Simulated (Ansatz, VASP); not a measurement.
Two plane-wave programs on BP

The input INCAR:

```
PREC = Accurate
ENCUT = 500
EDIFF = 1E-7
ISMEAR = 0
SIGMA = 0.01
LREAL = False
LASPH = True
NELM = 120
ALGO = Normal
ISIF = 3
LWAVE = False
LCHARG = False
GGA = PE
IBRION = 2
NSW = 80
EDIFFG = -0.005
GGA_COMPAT = False
NELMIN = 4
```

The input KPOINTS:

```
Automatic mesh
0
Gamma
  11 11 11
```

The input POSCAR:

```
BP
1.0
    0.0000000000      2.2660724000      2.2660724000
    2.2660724000      0.0000000000      2.2660724000
    2.2660724000      2.2660724000      0.0000000000
B P
1 1
Direct
    0.0000000000      0.0000000000      0.0000000000
    0.7500000000      0.7500000000      0.7500000000
```

Input for Ansatz:

```yaml
crystal:
  lattice:
    - [0.0, 2.2660724, 2.2660724]
    - [2.2660724, 0.0, 2.2660724]
    - [2.2660724, 2.2660724, 0.0]
  atoms:
    - { symbol: B, position: [0.0, 0.0, 0.0] }
    - { symbol: P, position: [0.75, 0.75, 0.75] }
basis:
  ecutwfc: 420
  xc_grid: 2
hamiltonian:
  xc: pbe
  pseudopotentials: { kind: paw, azcp: { folder: soft_1 } }
kpoints:
  mp_grid: { grid: [11, 11, 11] }
scf:
  occupations: { method: fixed }
  max_iter: 100
relax:
  f_tol: 0.005
  max_steps: 60
  cell: {}
output:
  forces: true
  stress: true
checkpoint:
  write: "../cell.run"
  compress: false
  write_wavefunctions: false
  write_every: 100000
```

Alike in both runs: task relaxation of cell and atoms; functional PBE; k mesh 11 × 11 × 11; no spin polarisation.

```csv
,VASP,Ansatz
version,VASP 6.6.1,Ansatz 0.2.0
potentials or method,"VASP PAW PBE potentials, release 64 (B, P), cutoff 500 eV",plane-wave PAW DFT
occupations,"gaussian, width 0.01 eV",fixed
valence electrons in the cell,8,8
```

```csv
,VASP,Ansatz,Ansatz less VASP
relaxed volume (Å³/atom),11.75,11.76,+0.014
relaxed cell length with the largest relative difference (Å),3.215,3.216,+0.0012
```
